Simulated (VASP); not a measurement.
A run of VASP 6.6.1 is set up as follows.

The input INCAR:

```
SYSTEM = Li2S
PREC     = Accurate       ! precision mode
ENCUT    = 650            ! plane-wave cutoff, eV
EDIFF    = 1E-8           ! SCF threshold, eV
ISMEAR   = -1             ! smearing method
SIGMA    = 0.02           ! smearing width, eV
LREAL    = .False.        ! projectors in reciprocal space
LASPH    = .True.         ! aspherical terms in the spheres
NELM     = 120            ! most SCF steps
ALGO     = Normal         ! electronic algorithm
ISIF     = 2              ! what is computed and relaxed
LWAVE    = .False.        ! write WAVECAR
LCHARG   = .False.        ! write CHGCAR
LEFG     = .True.       
NBANDS   = 13             ! bands
GGA_COMPAT= .False.
```

KPOINTS

```
Automatic mesh
0
Gamma
  7 7 7
  0 0 0
```

Contents of POSCAR:

```
Li2S
1.0
    0.0000000000      2.7957387543      2.7957387543
    2.7957387543      0.0000000000      2.7957387543
    2.7957387543      2.7957387543      0.0000000000
Li S
2 1
Direct
    0.2500000000      0.2500000000      0.2500000000
    0.7500000000      0.7500000000      0.7500000000
    0.0000000000      0.0000000000      0.0000000000
```

Potentials or basis: VASP PAW LDA potentials, release 64 (Li_sv, S).

Command:

```console
$ cat potpaw_LDA.64/Li_sv/POTCAR potpaw_LDA.64/S/POTCAR > POTCAR
$ mpirun -np 1 vasp_std > vasp.out
```

(1) What does it give for the band gap on the k mesh?

(2) What does it give for the pressure?

Results:

(1) 3.28 eV, indirect (least direct gap 4.36 eV).

(2) -0.7 GPa.

Caveat: without QUAD_EFG the Cq values of the log hold for a quadrupole moment of 1 mb, not for the nuclei.
